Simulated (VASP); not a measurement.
Here is a VASP 6.6.1 calculation.

The input POSCAR:

```
Cu
1.0
    0.0000000000      1.7875261413      1.7875261413
    1.7875261413      0.0000000000      1.7875261413
    1.7875261413      1.7875261413      0.0000000000
Cu
1
Direct
    0.0000000000      0.0000000000      0.0000000000
```

Contents of INCAR.step1:

```
ALGO = Normal
EDIFF = 1E-4
ENCUT = 520
GGA = PE
ISMEAR = -1
LASPH = T
LCHARG = F
LREAL = F
LWAVE = T
NBANDS = 12
NELM = 80
PREC = Accurate
SIGMA = 0.1
```

Contents of INCAR.step2:

```
ALGO = Normal
EDIFF = 1E-6
ENCUT = 520
ISIF = 2
ISMEAR = -1
ISTART = 1
LASPH = T
LCHARG = F
LMIXTAU = T
LREAL = F
LWAVE = F
METAGGA = R2SCAN
NBANDS = 12
NELM = 80
PREC = Accurate
SIGMA = 0.1
```

The input KPOINTS:

```
k-points
0
Gamma
  11 11 11
```

Potentials or basis: VASP PAW PBE potentials, release 64 (Cu).

The run is started by

```sh
$ cat potpaw_PBE.64/Cu/POTCAR > POTCAR
$ cp INCAR.step1 INCAR
$ mpirun -np 1 vasp_std > vasp.out
$ cp INCAR.step2 INCAR
$ mpirun -np 1 vasp_std > vasp.out
```

**Question.** What does it give for the pressure?

**Answer.** 0.5 GPa.

Caveat: the PAW data sets were made with another functional, which shifts forces and pressure a little.
